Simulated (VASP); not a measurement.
A run of VASP 6.6.1:

The input POSCAR:

```
S
1.0
    0.0000000000      2.8900000000      2.8900000000
    2.8900000000      0.0000000000      2.8900000000
    2.8900000000      2.8900000000      0.0000000000
S
2
Direct
    0.0000000000      0.0000000000      0.0000000000
    0.2500000000      0.2500000000      0.2500000000
```

INCAR.step1

```
SYSTEM = S
PREC = Accurate ; ENCUT = 550
ISMEAR = 1 ; SIGMA = 0.05
LREAL = .FALSE. ; LASPH = .TRUE.
NELM = 120 ; GGA = PE
ALGO = Normal ; EDIFF = 1E-5
LWAVE = .TRUE. ; LCHARG = .FALSE.
GGA_COMPAT = .FALSE. ; IBRION = 2
ISIF = 3 ; EDIFFG = -0.005
NELMIN = 4 ; NSW = 100
```

The input INCAR.step2:

```
SYSTEM = S
PREC = Accurate ; ENCUT = 550
EDIFF = 1E-7 ; ISMEAR = 1
SIGMA = 0.05 ; LREAL = .FALSE.
LASPH = .TRUE. ; NELM = 120
ALGO = Normal ; ISIF = 3
LWAVE = .FALSE. ; LCHARG = .FALSE.
METAGGA = R2SCAN ; LMIXTAU = .TRUE.
IBRION = 2 ; NSW = 80
EDIFFG = -0.01 ; PSTRESS = 300.0
ISTART = 1 ; GGA_COMPAT = .FALSE.
NELMIN = 4
```

Contents of KPOINTS:

```
Automatic mesh
0
G
  5 5 5
  0 0 0
```

Potentials or basis: VASP PAW PBE potentials, release 64 (S).

Command:

```bash
$ cat potpaw_PBE.64/S/POTCAR > POTCAR
$ cp INCAR.step1 INCAR
$ mpirun -np 1 vasp_std > vasp.out
$ cp INCAR.step2 INCAR
$ mpirun -np 1 vasp_std > vasp.out
```

Hardware: 1 thread of Intel Xeon 8259CL, with other jobs on the host.

Q: How long does it take, and how much memory?

A: Wall time 2.9 min on 1 thread of Intel Xeon 8259CL (shared host), peak memory 0.19 GiB. Counts: k points 10, ion steps 7.
